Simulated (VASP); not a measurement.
## HfO2: single point with r2SCAN

Crystal: HfO2.

```
CELL_PARAMETERS angstrom
5.04883 0.00000 0.00000
0.00000 5.11561 0.00000
-0.84706 0.00000 5.14340
ATOMIC_POSITIONS crystal
Hf 0.27550 0.46030 0.70800
Hf 0.72450 0.96030 0.79200
Hf 0.72450 0.53970 0.29200
Hf 0.27550 0.03970 0.20800
O 0.07420 0.16840 0.84670
O 0.92580 0.66840 0.65330
O 0.92580 0.83160 0.15330
O 0.07420 0.33160 0.34670
O 0.44870 0.74190 0.98010
O 0.55130 0.24190 0.51990
O 0.55130 0.25810 0.01990
O 0.44870 0.75810 0.48010
```

* Program: VASP 6.6.1
* Task: single point
* Functional: r2SCAN
* Potentials or basis: VASP PAW PBE potentials, release 64 (Hf_pv, O)
* Cutoff: 520 eV
* k mesh: 5 × 5 × 5
* Occupations: fermi-dirac, width 0.05 eV
* Spin: no spin polarisation

```
Pressure               : 8.0 GPa
Largest force          : 0.559 eV/Å
Band gap on the k mesh : 4.82 eV (least direct gap 4.88 eV)
```

Forces in eV/Å, atoms in the order of the input:
```
Hf   0.319  0.083  0.121
Hf  -0.319  0.083 -0.121
Hf  -0.319 -0.083 -0.121
Hf   0.319 -0.083  0.121
O   -0.472 -0.214 -0.210
O    0.472 -0.214  0.210
O    0.472  0.214  0.210
O   -0.472  0.214 -0.210
O   -0.223  0.049 -0.056
O    0.223  0.049  0.056
O    0.223 -0.049  0.056
O   -0.223 -0.049 -0.056
```

Stress tensor (GPa, compression positive):
```
8.05 0.00 0.88
0.00 7.47 0.00
0.88 0.00 8.53
```

Levels at points of the mesh, in eV from the valence-band top:
| k point | band 41 | band 42 | band 43 | band 44 | band 45 | band 46 | band 47 | band 48 |
| --- | --- | --- | --- | --- | --- | --- | --- | --- |
| (0.00, 0.00, 0.00) | -0.56 | -0.51 | -0.14 | 0.00 | 5.20 | 5.84 | 6.00 | 6.27 |

Wall time 11 min on 1 thread of AMD EPYC 9R45 96-Core Processor (Zen 5), on a shared host, peak memory 0.36 GiB.

Caveat: the cell stands under pressure; the PAW data sets were made with another functional, which shifts forces and pressure a little; spin-orbit coupling is left out, which moves the levels of the heavy elements; an odd mesh through Γ misses points on the zone boundary, where band edges can lie. r2SCAN opens gaps a little over a GGA but as a rule still falls short of measured ones.
